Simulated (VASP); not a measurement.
Here is a VASP 6.6.1 calculation.

The input INCAR:

```
SYSTEM = MgO
ALGO = Normal ; EDIFF = 1E-6
ENCUT = 600 ; GGA_COMPAT = .False.
ISIF = 2 ; ISMEAR = 0
LASPH = .True. ; LCHARG = .False.
LREAL = .False. ; LWAVE = .False.
NBANDS = 11 ; NELM = 120
PREC = Accurate ; SIGMA = 0.05
```

KPOINTS

```
k-points
0
Gamma
  8 8 8
  0 0 0
```

The input POSCAR:

```
MgO
1.0
    0.0000000000      2.1241500000      2.1241500000
    2.1241500000      0.0000000000      2.1241500000
    2.1241500000      2.1241500000      0.0000000000
Mg O
1 1
Direct
    0.0000000000      0.0000000000      0.0000000000
    0.5000000000      0.5000000000      0.5000000000
```

Potentials or basis: VASP PAW LDA potentials, release 64 (Mg, O).

Run with:

```console
$ cat potpaw_LDA.64/Mg/POTCAR potpaw_LDA.64/O/POTCAR > POTCAR
$ mpirun -np 1 vasp_std > vasp.out
```

Q: Predict the pressure.

A: -11.5 GPa.

Q: What does it give for the band gap on the k mesh?

A: 4.41 eV, direct.
